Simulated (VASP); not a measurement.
# CoO (R-3m) in VASP: notebook

The runs below take CoO through single point, with PBE+U.

All numbers are computed with VASP 6.6.1; they aren't measurements. Logs are shortened: lines on timing, memory, paths and dates and some standing lists are left out, and cuts for length are marked.

## Step 1: The cell of the first run

The structure is trigonal, space group R-3m (No. 166). The conventional cell has a = 3.134 Å, b = 3.134 Å, c = 7.566 Å, α = 90.00°, β = 90.00°, γ = 120.00°. Co (site symmetry -3m) has 6 O at 2.21 Å within 2.9 Å. Within 2.9 Å of O (site symmetry -3m) lie 6 Co at 2.21 Å.

## Step 2: Single point, PBE+U, collinear spin, ferromagnetic start (10.72 Å³/atom)

Contents of INCAR:

```
PREC = Accurate ; ENCUT = 520
EDIFF = 1E-7 ; ISMEAR = 0
SIGMA = 0.02 ; LREAL = F
LASPH = T ; NELM = 150
ALGO = Normal ; ISIF = 2
LWAVE = F ; LCHARG = F
ISPIN = 2 ; MAGMOM = 2.88 0.24
LORBIT = 11 ; LMAXMIX = 4
LDAU = T ; LDAUTYPE = 2
LDAUL = 2 -1 ; LDAUU = 3.32 0
LDAUJ = 0 0 ; LDAUPRINT = 1
GGA = PE ; NBANDS = 18
```

Contents of KPOINTS:

```
regular mesh
0
Gamma
  12 12 12
```

Contents of POSCAR:

```
CoO
1.0
    1.5668877931      0.9046430892      2.5220173946
   -1.5668877931      0.9046430892      2.5220173946
    0.0000000000     -1.8092861783      2.5220173946
Co O
1 1
Direct
    0.0000000000      0.0000000000      0.0000000000
    0.5000000000      0.5000000000      0.5000000000
```

Potentials or basis: VASP PAW PBE potentials, release 64 (Co, O).

Command:

```bash
> cat potpaw_PBE.64/Co/POTCAR potpaw_PBE.64/O/POTCAR > POTCAR
> mpirun -np 1 vasp_std > vasp.out
```

OUTCAR:

```text
PREC = Accurate
   ENCUT = 520
   EDIFF = 1E-7
   ISMEAR = 0
   LREAL = F
   LASPH = T
   NELM = 150
   ISIF = 2
   ISPIN = 2
   LORBIT = 11
   GGA = PE

 ion  position               nearest neighbor table
   1  0.000  0.000  0.000-   2 2.21   2 2.21   2 2.21   2 2.21   2 2.21   2 2.21
   2  0.500  0.500  0.500-   1 2.21   1 2.21   1 2.21   1 2.21   1 2.21   1 2.21

  LATTYP: Found a trigonal (rhomboedric) cell.
 ALAT       =     3.1038827642
 COS(alpha) =     0.4903228408

  Lattice vectors:

 A1 = (   1.5668877931,   0.9046430892,   2.5220173946)
 A2 = (  -1.5668877931,   0.9046430892,   2.5220173946)
 A3 = (   0.0000000000,  -1.8092861783,   2.5220173946)

Analysis of symmetry for initial positions (statically):
=====================================================================
 Subroutine PRICEL returns:
 Original cell was already a primitive cell.

 Routine SETGRP: Setting up the symmetry group for a
 trigonal (rhombohedral) supercell.

 Subroutine GETGRP returns: Found 12 space group operations
 (whereof 12 operations were pure point group operations)
 out of a pool of 12 trial point group operations.

The static configuration has the point symmetry D_3d.

Analysis of symmetry for dynamics (positions and initial velocities):
=====================================================================
 Subroutine PRICEL returns:
 Original cell was already a primitive cell.

 Routine SETGRP: Setting up the symmetry group for a
 trigonal (rhombohedral) supercell.

 Subroutine GETGRP returns: Found 12 space group operations
 (whereof 12 operations were pure point group operations)
 out of a pool of 12 trial point group operations.

The dynamic configuration has the point symmetry D_3d.

Analysis of structural, dynamic, and magnetic symmetry:
=====================================================================
 Subroutine PRICEL returns:
 Original cell was already a primitive cell.

 Routine SETGRP: Setting up the symmetry group for a
 trigonal (rhombohedral) supercell.

 Subroutine GETGRP returns: Found 12 space group operations
 (whereof 12 operations were pure point group operations)
 out of a pool of 12 trial point group operations.

The overall configuration has the point symmetry D_3d.

 Subroutine INISYM returns: Found 12 space group operations
 (whereof 12 operations are pure point group operations),
 and found     1 'primitive' translations

----------------------------------------------------------------------------------------

                                     Primitive cell

  volume of cell :      21.4494

  direct lattice vectors                    reciprocal lattice vectors
     1.566887793  0.904643089  2.522017395     0.319103896  0.184234720  0.132169324
    -1.566887793  0.904643089  2.522017395    -0.319103896  0.184234720  0.132169324
     0.000000000 -1.809286178  2.522017395     0.000000000 -0.368469441  0.132169324

  length of vectors
     3.103882764  3.103882764  3.103882764     0.391456842  0.391456842  0.391456842

  position of ions in fractional coordinates (direct lattice)
     0.000000000  0.000000000  0.000000000
     0.500000000  0.500000000  0.500000000

  ion indices of the primitive-cell ions
   primitive index   ion index
                 1           1
                 2           2

----------------------------------------------------------------------------------------

 KPOINTS: regular mesh

Automatic generation of k-mesh.
 Grid dimensions read from file:
 generate k-points for:   12   12   12

 Generating k-lattice:

  Cartesian coordinates                     Fractional coordinates (reciprocal lattice)
     0.026591991  0.015352893  0.011014110     0.083333333  0.000000000  0.000000000
    -0.026591991  0.015352893  0.011014110     0.000000000  0.083333333  0.000000000
     0.000000000 -0.030705787  0.011014110     0.000000000  0.000000000  0.083333333

  Length of vectors
     0.032621403  0.032621403  0.032621403

  Shift w.r.t. Gamma in fractional coordinates (k-lattice)
     0.000000000  0.000000000  0.000000000

 Subroutine IBZKPT returns following result:
 ===========================================

 Found    189 irreducible k-points:

 Following reciprocal coordinates:
            Coordinates               Weight
  0.000000  0.000000  0.000000      1.000000
  0.083333  0.000000  0.000000      6.000000
  0.166667  0.000000  0.000000      6.000000
  0.250000  0.000000  0.000000      6.000000
  0.333333  0.000000  0.000000      6.000000
  0.416667  0.000000  0.000000      6.000000
[... 16 lines left out ...]
  0.500000  0.166667  0.000000     12.000000
 -0.416667  0.166667 -0.000000     12.000000
 [... further k-points ...]
   k-points           NKPTS =    189   k-points in BZ     NKDIM =    189   number of bands    NBANDS=     18
   number of dos      NEDOS =    301   number of ions     NIONS =      2
   total plane-waves  NPLWV =  13824
   dimension x,y,z NGX =    24 NGY =   24 NGZ =   24
   dimension x,y,z NGXF=    48 NGYF=   48 NGZF=   48
   ions per type =               1   1
   NGX,Y,Z   is equivalent  to a cutoff of  12.85, 12.85, 12.85 a.u.
   NGXF,Y,Z  is equivalent  to a cutoff of  25.71, 25.71, 25.71 a.u.
 SYSTEM =  unknown system
   PREC   = accura    normal or accurate (medium, high low for compatibility)
   ISTART =      0    job   : 0-new  1-cont  2-samecut
   ICHARG =      2    charge: 1-file 2-atom 10-const
   ISPIN  =      2    spin polarized calculation?
   LNONCOLLINEAR =      F non collinear calculations
   LSORBIT =      F    spin-orbit coupling
   LASPH  =      T    aspherical Exc in radial PAW
   ENCUT  =  520.0 eV  38.22 Ry    6.18 a.u.   5.77  5.77  5.77*2*pi/ulx,y,z
   NELM   =    150;   NELMIN=  2; NELMDL= -5     # of ELM steps
   EDIFF  = 0.1E-06   stopping-criterion for ELM
   LREAL  =      F    real-space projection
   EDIFFG = 0.1E-05   stopping-criterion for IOM
   NSW    =      0    number of steps for IOM
   IBRION =     -1    ionic relax: 0-MD 1-quasi-New 2-CG
   NFREE  =      0    steps in history (QN), initial steepest desc. (CG)
   ISIF   =      2    stress and relaxation
   ISYM   =      2    0-nonsym 1-usesym 2-fastsym
   POTIM  = 0.5000    time-step for ionic-motion
   TEBEG  =    0.0;   TEEND  =   0.0 temperature during run
   PSTRESS=    0.0 pullay stress
   NELECT =      15.0000    total number of electrons
   NUPDOWN=      -1.0000    fix difference up-down
   EMIN   =  10.00;   EMAX   =-10.00  energy-range for DOS
   EFERMI =   0.00;   METHOD = LEGACY
   ISMEAR =     0;   SIGMA  =   0.02  broadening in eV -4-tet -1-fermi 0-gaus
   EFERMI_NEDOS =   21; number of points for ismear=-14 and -15
   IALGO  =     38    algorithm
   IMIX   =      4    mixing-type and parameters
     AMIX     =   0.40;   BMIX     =  1.00
     AMIX_MAG =   1.60;   BMIX_MAG =  1.00
  volume/ion in A,a.u.               =      10.72        72.37
  Fermi-wavevector in a.u.,A,eV,Ry     =   1.453116  2.745992 28.729347  2.111547
  Thomas-Fermi vector in A             =   2.570420
   LORBIT       =     11    0 simple, 1 ext, 2 COOP (PROOUT), +10 PAW based schemes
 LDA+U is selected, type is set to LDAUTYPE =  2
   angular momentum for each species LDAUL =     2   -1
   U (eV)           for each species LDAUU =   3.3  0.0
   J (eV)           for each species LDAUJ =   0.0  0.0
   GGA     = PE    functional components
   LHFCALC =     F    Hartree Fock is set to
   AEXX    =    0.0000 exact exchange contribution
   IVDW    =     0    specifies the selected vdW correction
   LEPSILON=     F    determine dielectric tensor
   LRPA    =     F    only Hartree local field effects (RPA)
 spin polarized calculation
 Gauss-broadening in eV      SIGMA  =   0.02
  energy-cutoff  :      520.00
  volume of cell :       21.45
 maximum number of plane-waves:       586
   NGX = 11   NGY = 11   NGZ = 11

atom =   1  type =  1  l = 2

 onsite density matrix

spin component  1

  0.9783 -0.0000 -0.0000 -0.0159 -0.0000
 -0.0000  0.9892  0.0000  0.0000 -0.0159
 -0.0000  0.0000  0.9647  0.0000  0.0000
 -0.0159  0.0000  0.0000  0.9892 -0.0000
 -0.0000 -0.0159  0.0000 -0.0000  0.9783

spin component  2

  0.4725  0.0000 -0.0000  0.1221 -0.0000
  0.0000  0.1502  0.0000 -0.0000  0.1221
 -0.0000  0.0000  0.9572 -0.0000  0.0000
  0.1221 -0.0000 -0.0000  0.1502 -0.0000
 -0.0000  0.1221  0.0000 -0.0000  0.4725

 occupancies and eigenvectors

  o =  0.1092  v =  0.0000  0.0000  0.0000  0.0000  0.0000  0.3185 -0.0000 -0.0000 -0.9479  0.0000      0.0000  0.0000  0.0000  0.0000  0.0000  0.0000  0.0000  0.0000  0.0000  0.0000
  o =  0.1092  v =  0.0000  0.0000  0.0000  0.0000  0.0000 -0.0000 -0.9479  0.0000  0.0000  0.3185      0.0000  0.0000  0.0000  0.0000  0.0000  0.0000  0.0000  0.0000  0.0000  0.0000
  o =  0.5135  v =  0.0000  0.0000  0.0000  0.0000  0.0000  0.0000  0.3185 -0.0000  0.0000  0.9479      0.0000  0.0000  0.0000  0.0000  0.0000  0.0000  0.0000  0.0000  0.0000  0.0000
  o =  0.5135  v =  0.0000  0.0000  0.0000  0.0000  0.0000 -0.9479  0.0000 -0.0000 -0.3185  0.0000      0.0000  0.0000  0.0000  0.0000  0.0000  0.0000  0.0000  0.0000  0.0000  0.0000
  o =  0.9572  v =  0.0000  0.0000  0.0000  0.0000  0.0000  0.0000 -0.0000 -1.0000  0.0000 -0.0000      0.0000  0.0000  0.0000  0.0000  0.0000  0.0000  0.0000  0.0000  0.0000  0.0000
  o =  0.9647  v =  0.0000 -0.0000  1.0000 -0.0000 -0.0000  0.0000  0.0000  0.0000  0.0000  0.0000      0.0000  0.0000  0.0000  0.0000  0.0000  0.0000  0.0000  0.0000  0.0000  0.0000
  o =  0.9669  v =  0.0000  0.5811  0.0000 -0.0000  0.8138  0.0000  0.0000  0.0000  0.0000  0.0000      0.0000  0.0000  0.0000  0.0000  0.0000  0.0000  0.0000  0.0000  0.0000  0.0000
  o =  0.9669  v = -0.8138 -0.0000 -0.0000 -0.5811 -0.0000  0.0000  0.0000  0.0000  0.0000  0.0000      0.0000  0.0000  0.0000  0.0000  0.0000  0.0000  0.0000  0.0000  0.0000  0.0000
  o =  1.0006  v =  0.5811 -0.0000 -0.0000 -0.8138 -0.0000  0.0000  0.0000  0.0000  0.0000  0.0000      0.0000  0.0000  0.0000  0.0000  0.0000  0.0000  0.0000  0.0000  0.0000  0.0000
  o =  1.0006  v =  0.0000  0.8138 -0.0000 -0.0000 -0.5811  0.0000  0.0000  0.0000  0.0000  0.0000      0.0000  0.0000  0.0000  0.0000  0.0000  0.0000  0.0000  0.0000  0.0000  0.0000

 number of electron      14.9999991 magnetization       2.9999534

 Free energy of the ion-electron system (eV)
  ---------------------------------------------------
  ext. energy  EPLUGINS =         0.00000000
  ---------------------------------------------------
  free energy    TOTEN  =       -11.38337049 eV

  energy without entropy =      -11.38307276  energy(sigma->0) =      -11.38322162

 E-fermi :   6.3538     XC(G=0): -11.7949

 val. band max:        6.3499135426   @ k =   0.3333   0.0833   0.0833
 cond. band min:       6.3556560014   @ k =  -0.3333   0.2500   0.1667
 fundamental gap:      0.0057424589
 Fermi energy:         6.3538084795

 spin component 1

 k-point     1 :       0.0000    0.0000    0.0000
  band No.  band energies     occupation
      1     -12.6178      1.00000
      2       1.5203      1.00000
      3       1.5203      1.00000
      4       1.7942      1.00000
      5       1.7942      1.00000
      6       2.4733      1.00000
[... 10 lines left out ...]
     17      26.4351      0.00000
     18      28.9032      0.00000
[... 466 lines left out ...]
      2      -0.6011      1.00000
      3       0.2052      1.00000
      4       0.3193      1.00000
      5       2.2513      1.00000
      6       2.7586      1.00000
[... 10 lines left out ...]
     17      32.7442      0.00000
     18      33.3026      0.00000

 [... further k-points ...]

 spin component 2

 k-point     1 :       0.0000    0.0000    0.0000
  band No.  band energies     occupation
      1     -12.2010      1.00000
      2       3.9313      1.00000
      3       4.4226      1.00000
      4       4.4226      1.00000
      5       4.5165      1.00000
      6       5.6058      1.00000
[... 10 lines left out ...]
     17      27.4100      0.00000
     18      31.7329      0.00000
[... 466 lines left out ...]
      2       0.2966      1.00000
      3       2.4782      1.00000
      4       2.9346      1.00000
      5       4.7484      1.00000
      6       6.2459      1.00000
[... 10 lines left out ...]
     17      33.1908      0.00000
     18      34.5594      0.00000

 [... further k-points ...]

------------------------ aborting loop because EDIFF is reached ----------------------------------------

  FORCE on cell =-STRESS in cart. coord.  units (eV):
  Direction    XX          YY          ZZ          XY          YZ          ZX
  --------------------------------------------------------------------------------------
  -------------------------------------------------------------------------------------
  Total       -1.9835596     -1.9835596     -2.0067105      0.0000000     -0.0000000      0.0000000
  in kB     -148.1635370   -148.1635370   -149.8928126      0.0000000     -0.0000000      0.0000000
  external PRESSURE =    -148.7399622 kB  Pullay stress =       0.0000000 kB

 VOLUME and BASIS-vectors are now :
 -----------------------------------------------------------------------------
  energy-cutoff  :      520.00
  volume of cell :       21.45
      direct lattice vectors                 reciprocal lattice vectors
     1.566887793  0.904643089  2.522017395     0.319103896  0.184234720  0.132169324
    -1.566887793  0.904643089  2.522017395    -0.319103896  0.184234720  0.132169324
     0.000000000 -1.809286178  2.522017395     0.000000000 -0.368469441  0.132169324

 POSITION                                       TOTAL-FORCE (eV/Angst)
 -----------------------------------------------------------------------------------
      0.00000      0.00000      0.00000         0.000000     -0.000000      0.000000
      0.00000      0.00000      3.78303        -0.000000      0.000000      0.000000
 -----------------------------------------------------------------------------------
    total drift:                               -0.000000      0.000000     -0.000000

  FREE ENERGIE OF THE ION-ELECTRON SYSTEM (eV)
  ---------------------------------------------------
  free  energy   TOTEN  =       -11.3833704880 eV

  energy  without entropy=      -11.3830727595  energy(sigma->0) =      -11.38322162

 total charge

# of ion       s       p       d       tot
------------------------------------------
    1        0.272   0.299   7.082   7.652
    2        1.554   3.394   0.000   4.948
--------------------------------------------------
tot          1.826   3.692   7.082  12.600

 magnetization (x)

# of ion       s       p       d       tot
------------------------------------------
    1        0.020   0.015   2.696   2.731
    2        0.020   0.221   0.000   0.241
--------------------------------------------------
tot          0.040   0.236   2.696   2.971
```

Run time: 1.8 min. Hardware: 1 thread of AMD EPYC 7R13, shared host; peak memory 0.24 GiB.

What came out:

```
Free energy                                           : -11.3834 eV
Pressure                                              : -14.9 GPa
Band gap on the k mesh                                : zero (filled and empty bands overlap)
Net moment                                            : 3.00 μB per cell
Site moments                                          : Co +2.73; O +0.24 μB
Valence electrons inside the program's atomic spheres : Co 7.65; O 4.95
```

Eigenvalues of the final occupation matrices:
```csv
site,spin,trace,eigenvalues
site 1 d,1,4.90,0.96 0.97 0.97 1.00 1.00
site 1 d,2,2.20,0.11 0.11 0.51 0.51 0.96
```

Caveat: the cell stands under tension; a cell with one magnetic atom can't hold antiferromagnetic order, which such compounds often take.

(Continued in part 2 of 2.)
